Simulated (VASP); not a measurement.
**Si16O (a cell with a defect): single point with PBEsol**

Si16O (a cell with a defect):

```xyz
17
Lattice="0.0000 5.4300 5.4300 5.4300 0.0000 5.4300 5.4300 5.4300 0.0000" Properties=species:S:1:pos:R:3 pbc="T T T"
Si   -0.0583   -0.0228   -0.0582
Si    1.3194    1.3112    1.3027
Si    2.6890    2.6854   -0.0192
Si    4.0278    4.0630    1.3342
Si    2.7540    0.0391    2.6589
Si    4.3135    1.4051    3.7839
Si    5.6521    2.8164    2.4915
Si    6.8503    4.1148    4.0477
Si   -0.1198    2.5679    2.6692
Si    1.1824    3.7746    4.2162
Si    2.6003    5.1102    2.9281
Si    3.9578    6.6680    4.0651
Si    2.9824    2.6928    5.2003
Si    4.0492    4.0430    6.7529
Si    5.3853    5.3762    5.4046
Si    6.7466    6.4467    6.9463
O     8.1223    6.7269    6.0545
```

* Program: VASP 6.6.1
* Task: single point
* Functional: PBEsol
* Potentials or basis: VASP PAW PBE potentials, release 64 (Si, O)
* Cutoff: 520 eV
* k mesh: 2 × 2 × 2
* Occupations: fermi-dirac, width 0.05 eV
* Spin: collinear spin, ferromagnetic start
* Starting moments: [0.0, 0.0, 0.0, 0.0, 0.0, 0.0, 0.0, 0.0, 0.0, 0.0, 0.0, 0.0, 0.0, 0.0, 0.0, 0.0, 1.0] μB

The pressure is 2.3 GPa, the largest force is 0.094 eV/Å and the band gap on the k mesh is 0.40 eV. The net moment is 0.00 μB per cell. The valence electrons inside the program's atomic spheres are Si 1.68, 1.70, 1.69, 1.71, 1.72; O 5.16.

Forces on the atoms (eV/Å):
```
Si  -0.014  0.010 -0.013
Si  -0.019 -0.011  0.006
Si   0.002 -0.018 -0.006
Si  -0.009  0.022  0.009
Si   0.034  0.008 -0.005
Si  -0.001 -0.010  0.011
Si   0.034 -0.032  0.012
Si  -0.010  0.031  0.001
Si  -0.009  0.013 -0.005
Si   0.014  0.007 -0.004
Si   0.012  0.032 -0.003
Si   0.016 -0.022 -0.006
Si   0.009  0.049 -0.051
Si  -0.005  0.000 -0.011
Si  -0.026 -0.004  0.011
Si  -0.075 -0.008  0.007
O    0.047 -0.066  0.047
```

Stress tensor (GPa, compression positive):
```
 2.25  1.44 -1.02
 1.44  2.23 -1.06
-1.02 -1.06  2.54
```

Levels at points of the mesh, in eV from the valence-band top:
Spin up:
```tsv
k point	band 31	band 32	band 33	band 34	band 35	band 36	band 37	band 38	band 39	band 40
(0.00, 0.00, 0.00)	-0.96	-0.92	-0.33	-0.07	0.00	0.40	0.67	0.70	0.90	1.10
(0.50, 0.00, 0.00)	-1.47	-1.22	-0.80	-0.63	-0.54	1.22	1.33	1.49	1.63	1.70
(0.00, 0.50, 0.00)	-1.47	-1.22	-0.80	-0.62	-0.54	1.21	1.33	1.49	1.63	1.69
(0.00, 0.00, 0.50)	-1.43	-0.76	-0.67	-0.66	-0.07	1.07	1.36	1.44	1.47	1.63
(0.50, 0.50, 0.50)	-1.50	-1.23	-0.76	-0.62	-0.57	1.11	1.37	1.52	1.57	1.64
(0.50, 0.50, 0.00)	-1.45	-1.37	-1.33	-1.03	-0.96	1.35	1.38	2.21	2.32	2.48
(0.00, 0.50, 0.50)	-1.51	-1.44	-1.26	-1.18	-0.53	1.20	1.38	2.25	2.33	2.44
(0.50, 0.00, 0.50)	-1.51	-1.44	-1.26	-1.18	-0.50	1.18	1.38	2.24	2.32	2.43
```
Spin down:
| k point | band 33 | band 34 | band 35 | band 36 | band 37 | band 38 |
| --- | --- | --- | --- | --- | --- | --- |
| (0.00, 0.00, 0.00) | -0.33 | -0.07 | 0.00 | 0.40 | 0.67 | 0.70 |
| (0.50, 0.00, 0.00) | -0.80 | -0.63 | -0.54 | 1.22 | 1.33 | 1.49 |
| (0.00, 0.50, 0.00) | -0.80 | -0.62 | -0.54 | 1.21 | 1.33 | 1.49 |
| (0.00, 0.00, 0.50) | -0.67 | -0.66 | -0.07 | 1.07 | 1.36 | 1.44 |
| (0.50, 0.50, 0.50) | -0.76 | -0.62 | -0.57 | 1.11 | 1.37 | 1.52 |
| (0.50, 0.50, 0.00) | -1.33 | -1.03 | -0.96 | 1.35 | 1.38 | 2.21 |
| (0.00, 0.50, 0.50) | -1.26 | -1.18 | -0.53 | 1.20 | 1.38 | 2.25 |
| (0.50, 0.00, 0.50) | -1.26 | -1.18 | -0.50 | 1.18 | 1.38 | 2.24 |

It took 7.3 min on 1 thread of Intel(R) Xeon(R) Platinum 8559C (Emerald Rapids), on a shared host, peak memory 0.7 GiB.

Caveat: the k points lie up to 0.50 Å⁻¹ apart; the PAW data sets were made with another functional, which shifts forces and pressure a little.
